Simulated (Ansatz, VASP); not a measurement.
One calculation of W, two programs

```
W
1.0
     0.00000    1.94880    2.03000
     1.94880    0.00000    2.03000
     1.94880    1.94880    0.00000
W
1
Cartesian
  0.0000 0.0000 0.0000
```

Change from the starting cell: strain -0.040 along x and y, +0.000 along z, atoms carried along.

Alike in both runs: task single point; functional PBEsol; k mesh 20 × 20 × 20; occupations gaussian, width 0.15 eV; no spin polarisation.

```csv
,VASP,Ansatz
version,VASP 6.6.1,Ansatz 0.2.0
potentials or method,"VASP PAW PBE potentials, release 64 (W_sv), cutoff 520 eV","scalar-relativistic, plane waves, PAW"
valence electrons in the cell,14,14
```

Ansatz gave:

- gap on the k mesh at the Fermi level (eV): none
- pressure (GPa): 11.4
- traceless stress, the component that is largest in VASP (GPa): 7.03

Task: Estimate VASP's values.

Result: gap on the k mesh at the Fermi level (eV): none; pressure (GPa): 12.3; traceless stress, the component that is largest in VASP (GPa): 7.10.

VASP's potentials were made for PBE, not for PBEsol. A gap of «none» marks a metal or a gap that the smearing closes.

Spin-orbit coupling is off throughout.
